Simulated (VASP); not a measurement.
# KF in VASP: notebook, part 2 of 2

VASP 6.6.1. The steps go on from the part before.

## (3) Single point, LDA

The input, INCAR:

```
PREC     = Accurate       # precision mode
ENCUT    = 600            # plane-wave cutoff, eV
EDIFF    = 1E-6           # SCF threshold, eV
ISMEAR   = -5             # smearing method
SIGMA    = 0.1            # smearing width, eV
LREAL    = False          # projectors in reciprocal space
LASPH    = True           # aspherical terms in the spheres
NELM     = 120            # most SCF steps
ALGO     = Normal         # electronic algorithm
ISIF     = 2              # what is computed and relaxed
LWAVE    = False          # write WAVECAR
LCHARG   = False          # write CHGCAR
NBANDS   = 15             # bands
GGA_COMPAT= False
```

The input, KPOINTS:

```
Automatic mesh
0
Gamma
  2 9 7
```

The input, POSCAR:

```
KF
1.0
    0.0000000000      2.6544134050      2.6544134050
    2.6544134050      0.0000000000      2.6544134050
    2.6544134050      2.6544134050      0.0000000000
K F
1 1
Direct
    0.0650525587     -0.0528212837     -0.0054341314
    0.4938159181      0.5443101110      0.4280674886
```

Potentials or basis: VASP PAW LDA potentials, release 64 (K_sv, F).

The run is started by

```sh
$ cat potpaw_LDA.64/K_sv/POTCAR potpaw_LDA.64/F/POTCAR > POTCAR
$ mpirun -np 1 vasp_std > vasp.out
```

OUTCAR:

```text
PREC = Accurate
   ENCUT = 600
   EDIFF = 1E-6
   ISMEAR = -5
   LREAL = False
   LASPH = True
   NELM = 120
   ISIF = 2

 ion  position               nearest neighbor table
   1  0.065  0.947  0.995-   2 2.29   2 2.60   2 2.61   2 2.75   2 2.76
   2  0.494  0.544  0.428-   1 2.29   1 2.60   1 2.61   1 2.75   1 2.76

  LATTYP: Found a face centered cubic cell.
 ALAT       =     5.3088268100

  Lattice vectors:

 A1 = (   0.0000000000,   2.6544134050,   2.6544134050)
 A2 = (   2.6544134050,   0.0000000000,   2.6544134050)
 A3 = (   2.6544134050,   2.6544134050,   0.0000000000)

Analysis of symmetry for initial positions (statically):
=====================================================================
 Subroutine PRICEL returns:
 Original cell was already a primitive cell.

 Routine SETGRP: Setting up the symmetry group for a
 face centered cubic supercell.

 Subroutine GETGRP returns: Found  1 space group operations
 (whereof  1 operations were pure point group operations)
 out of a pool of 48 trial point group operations.

The static configuration has the point symmetry C_1 .
[... 198 lines left out ...]
      4     -12.1281      2.00000
      5     -12.1239      2.00000
      6      -3.3203      2.00000
      7      -3.3195      2.00000
      8      -3.2269      2.00000
      9       2.6630      0.00000
     10       7.4497      0.00000
     11       7.6643      0.00000
     12       7.7148      0.00000
     13       9.2363      0.00000
     14       9.6326      0.00000
[... 401 lines left out ...]
      2     -21.5540      2.00000
      3     -12.7076      2.00000
      4     -12.4832      2.00000
      5     -12.2552      2.00000
      6      -3.6263      2.00000
      7      -3.4114      2.00000
      8      -3.2128      2.00000
      9       5.5387      0.00000
     10       7.2503      0.00000
     11       7.5415      0.00000
     12      10.4390      0.00000
     13      11.2250      0.00000
     14      11.8095      0.00000
     15      12.2325      0.00000

 [... further k-points ...]

------------------------ aborting loop because EDIFF is reached ----------------------------------------

  FORCE on cell =-STRESS in cart. coord.  units (eV):
  Direction    XX          YY          ZZ          XY          YZ          ZX
  --------------------------------------------------------------------------------------
  -------------------------------------------------------------------------------------
  Total       -0.6614782      1.1195943     -0.6942567      0.0950722      0.0782631     -0.0095395
  in kB      -28.3328608     47.9551867    -29.7368495      4.0721945      3.3522156     -0.4086022
  external PRESSURE =      -3.3715079 kB  Pullay stress =       0.0000000 kB

 VOLUME and BASIS-vectors are now :
 -----------------------------------------------------------------------------
  energy-cutoff  :      600.00
  volume of cell :       37.41
      direct lattice vectors                 reciprocal lattice vectors
     0.000000000  2.654413405  2.654413405    -0.188365535  0.188365535  0.188365535
     2.654413405  0.000000000  2.654413405     0.188365535 -0.188365535  0.188365535
     2.654413405  2.654413405  0.000000000     0.188365535  0.188365535 -0.188365535

 POSITION                                       TOTAL-FORCE (eV/Angst)
 -----------------------------------------------------------------------------------
      5.15419      2.81267      2.68688         0.073922     -0.924594      0.058640
      2.58109      2.44706      2.75562        -0.073922      0.924594     -0.058640
 -----------------------------------------------------------------------------------
    total drift:                               -0.000118     -0.000410     -0.000233

  FREE ENERGIE OF THE ION-ELECTRON SYSTEM (eV)
  ---------------------------------------------------
  free  energy   TOTEN  =        -8.9119558637 eV

  energy  without entropy=       -8.9119558637  energy(sigma->0) =       -8.91195586
```

stdout:

```text
POSCAR found type information on POSCAR K F
 POSCAR found :  2 types and       2 ions
 scaLAPACK will be used
 LDA part: xc-table for (Slater(with rela. corr.)+CA(PZ))
 , standard interpolation
 -----------------------------------------------------------------------------
|                                                                             |
|           W    W    AA    RRRRR   N    N  II  N    N   GGGG   !!!           |
|           W    W   A  A   R    R  NN   N  II  NN   N  G    G  !!!           |
|           W    W  A    A  R    R  N N  N  II  N N  N  G       !!!           |
|           W WW W  AAAAAA  RRRRR   N  N N  II  N  N N  G  GGG   !            |
|           WW  WW  A    A  R   R   N   NN  II  N   NN  G    G                |
|           W    W  A    A  R    R  N    N  II  N    N   GGGG   !!!           |
|                                                                             |
|     Your reciprocal lattice and k-lattice belong to different lattice       |
|     classes:                                                                |
|                                                                             |
|        The reciprocal lattice is body-centered cubic,                       |
|        whereas your k-lattice is triclinic.                                 |
|                                                                             |
|     Results are often still useful ...                                      |
|                                                                             |
 -----------------------------------------------------------------------------

 POSCAR, INCAR and KPOINTS ok, starting setup
 FFT: planning ... GRIDC
 FFT: planning ... GRID_SOFT
 FFT: planning ... GRID
 WAVECAR not read
 entering main loop
```

It took 34 s on 1 thread of AMD EPYC 7R13 (Zen 3), shared host; peak memory 0.15 GiB.

Results:

```
Free energy            : -8.9120 eV
Pressure               : -0.3 GPa
Largest force          : 0.929 eV/Å
Band gap on the k mesh : 5.86 eV (least direct gap 5.89 eV)
```

Forces in eV/Å, atoms in the order of the input:
```
K    0.074 -0.925  0.059
F   -0.074  0.925 -0.059
```

Caveat: the k points lie up to 0.84 Å⁻¹ apart; an odd mesh through Γ misses points on the zone boundary, where band edges can lie.

## (4) Single point, BLYP, collinear spin, zero start

The input, INCAR:

```
  PREC = Accurate
  ENCUT = 600
  EDIFF = 1E-6
  ISMEAR = 0
  SIGMA = 0.1
  LREAL = F
  LASPH = T
  NELM = 200
  ALGO = Normal
  ISIF = 2
  LWAVE = F
  LCHARG = F
  ISPIN = 2
  MAGMOM = 0 0
  LORBIT = 11
  GGA = B5
  ALDAX = 1.0
  AGGAX = 1.0
  AGGAC = 1.0
  ALDAC = 0.0
  ISYM = 0
  NBANDS = 19
  GGA_COMPAT = F
```

The input, KPOINTS:

```
Automatic mesh
0
Gamma
  4 4 4
  0 0 0.5
```

The input, POSCAR:

```
KF
1.0
    0.0000000000      2.6544134050      2.6544134050
    2.6544134050      0.0000000000      2.6544134050
    2.6544134050      2.6544134050      0.0000000000
K F
1 1
Direct
    0.0000000000      0.0000000000      0.0000000000
    0.5376731069      0.4623268931      0.5376731069
```

Potentials or basis: VASP PAW PBE potentials, release 64 (K_sv, F).

The run is started by

```sh
$ cat potpaw_PBE.64/K_sv/POTCAR potpaw_PBE.64/F/POTCAR > POTCAR
$ mpirun -np 1 vasp_std > vasp.out
```

Run time: 2.7 min. Hardware: 1 thread of AMD EPYC 7R13 (Zen 3), shared host; peak memory 0.27 GiB.

It converged, with:

- Free energy: -8.0595 eV
- Pressure: 3.6 GPa
- Largest force: 0.463 eV/Å
- Band gap on the k mesh: 6.81 eV
- Net moment: 0.00 μB per cell
- Valence electrons inside the program's atomic spheres: K 7.55; F 6.07

Forces on the atoms (eV/Å):
```
K    0.000  0.463  0.000
F    0.000 -0.463  0.000
```

Stress tensor (GPa, compression positive):
```
2.75 0.00 0.00
0.00 5.32 0.00
0.00 0.00 2.75
```

Levels at points of the mesh, in eV from the valence-band top:
Spin up:
```
           k point  band 4  band 5  band 6  band 7  band 8  band 9  band 10  band 11  band 12  band 13
(0.00, 0.00, 0.12)   -9.16   -9.16   -0.12   -0.02    0.00    6.81    10.59    11.04    11.07    12.68
```
Spin down:
```csv
k point,band 4,band 5,band 6,band 7,band 8,band 9,band 10,band 11,band 12,band 13
"(0.00, 0.00, 0.12)",-9.16,-9.16,-0.12,-0.02,0.00,6.81,10.59,11.04,11.07,12.68
```

Caveat: the k points lie up to 0.51 Å⁻¹ apart; the PAW data sets were made with another functional, which shifts forces and pressure a little; a shifted mesh leaves out Γ, where band edges can lie.

## (5) The runs side by side

```csv
level,potentials or basis,spin,cell,k mesh,smearing,gap on the mesh (eV),pressure (GPa),largest force (eV/Å)
PBE,"VASP PAW PBE potentials, release 64 (K_sv, F)",off,"as given, atomic positions A",2 × 8 × 4,gaussian 0.1 eV,6.14,7.4,2.12
LDA,"VASP PAW LDA potentials, release 64 (K_sv, F)",off,"as given, atomic positions B",2 × 9 × 7,tetrahedron,5.86,-0.3,0.93
BLYP,"VASP PAW PBE potentials, release 64 (K_sv, F)","collinear, zero start","as given, atomic positions C","4 × 4 × 4, shifted",gaussian 0.1 eV,6.81,3.6,0.46
```

Alike in all rows: task single point; cutoff (eV) 600.

Caveats: all runs use coarse meshes; forces of over 1 eV/Å act on the atoms, so gaps and moduli don't describe the material at rest (at least some runs); an odd mesh through Γ misses points on the zone boundary, where band edges can lie (at least some runs); the PAW data sets were made with another functional, which shifts forces and pressure a little (at least some runs); a shifted mesh leaves out Γ, where band edges can lie (at least some runs).

Absolute energies hang on the potentials; compare differences alone.
